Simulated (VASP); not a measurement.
Here is a VASP 6.6.1 calculation.

INCAR

```
SYSTEM = HfC
  PREC = Accurate
  ENCUT = 520
  EDIFF = 1E-6
  ISMEAR = -1
  SIGMA = 0.08
  LREAL = .FALSE.
  LASPH = .TRUE.
  NELM = 80
  ALGO = Normal
  ISIF = 2
  LWAVE = .FALSE.
  LCHARG = .FALSE.
  GGA = PE
  NBANDS = 14
```

KPOINTS

```
Automatic mesh
0
G
  14 14 13
  0 0 0
```

File POSCAR:

```
HfC
1.0
    2.7301377281      0.0000000000      0.0000000000
   -1.3650688641      2.3643686284      0.0000000000
    0.0000000000      0.0000000000      2.6196000394
Hf C
1 1
Direct
    0.0000000000      0.0000000000      0.0000000000
    0.3333333333      0.6666666667      0.5000000000
```

Potentials or basis: VASP PAW PBE potentials, release 64 (Hf_pv, C).

Run with:

```console
$ cat potpaw_PBE.64/Hf_pv/POTCAR potpaw_PBE.64/C/POTCAR > POTCAR
$ mpirun -np 1 vasp_std > vasp.out
```

Question: What does it give for the pressure?

Answer: 201.0 GPa.

Question: Predict the band gap on the k mesh.

Answer: Zero (bands 7 and 8 overlap by 1.69 eV).

Stress tensor (GPa, compression positive):
```
201.45   0.00   0.00
  0.00 201.45   0.00
  0.00   0.00 200.16
```

Caveat: the cell stands under pressure; spin-orbit coupling is left out, which moves the levels of the heavy elements.
